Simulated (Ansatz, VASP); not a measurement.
# Two plane-wave programs on C

File INCAR:

```
  PREC = Accurate
  ENCUT = 520
  EDIFF = 1E-7
  ISMEAR = 0
  SIGMA = 0.05
  LREAL = False
  LASPH = True
  NELM = 100
  ALGO = Normal
  ISIF = 2
  LWAVE = False
  LCHARG = True
  GGA = PS
  IVDW = 12
  LELF = True
  LVHAR = True
  NBANDS = 11
```

The input KPOINTS:

```
regular mesh
0
Gamma
  15 15 15
```

Contents of POSCAR:

```
C
1.0
    1.2291305633      0.7096388616      3.2835658809
   -1.2291305633      0.7096388616      3.2835658809
    0.0000000000     -1.4192777231      3.2835658809
C
2
Direct
    0.1421760251      0.1909910183      0.1665835217
    0.8578239749      0.8090089817      0.8334164783
```

Input for Ansatz:

```yaml
crystal:
  lattice:
    - [1.2291305633, 0.7096388616, 3.2835658809]
    - [-1.2291305633, 0.7096388616, 3.2835658809]
    - [0.0, -1.4192777231, 3.2835658809]
  atoms:
    - { symbol: C, position: [0.1421760251, 0.1909910183, 0.1665835217] }
    - { symbol: C, position: [0.8578239749, 0.8090089817, 0.8334164783] }
basis:
  ecutwfc: 520.0
kpoints:
  mp_grid: { grid: [15, 15, 15] }
hamiltonian:
  xc: pbesol
  dispersion: d3bj
scf:
  occupations: { method: gaussian, width: 0.05 }
output:
  forces: true
  stress: true
  eigenvalues: true
```

Change from the starting cell: mode 5 frozen in at -0.060 Å, equal normal strain along x, y and z +0.0000.

Alike in both runs: task single point; functional PBEsol; dispersion D3(BJ); k mesh 15 × 15 × 15; occupations gaussian, width 0.05 eV; no spin polarisation.

|  | VASP | Ansatz |
| --- | --- | --- |
| version | VASP 6.6.1 | Ansatz 0.2.0 |
| potentials or method | VASP PAW PBE potentials, release 64 (C), cutoff 520 eV | scalar-relativistic, plane waves, PAW |
| valence electrons in the cell | 8 | 8 |

Ansatz gave:

```
gap on the k mesh at the Fermi level (eV)                     : 0.09
least direct gap on the mesh (eV)                             : 0.18
pressure (GPa)                                                : 6.9
traceless stress, the component that is largest in VASP (GPa) : -14.97
rms of the force components (eV/Å)                            : 3.854
```

Q: What did VASP give for the same quantities?

A: gap on the k mesh at the Fermi level (eV): 0.09; least direct gap on the mesh (eV): 0.18; pressure (GPa): 7.5; traceless stress, the component that is largest in VASP (GPa): -15.27; rms of the force components (eV/Å): 3.865.

VASP's potentials were made for PBE, not for PBEsol. Atom by atom the forces differ by 0.011 eV/Å (rms over components).
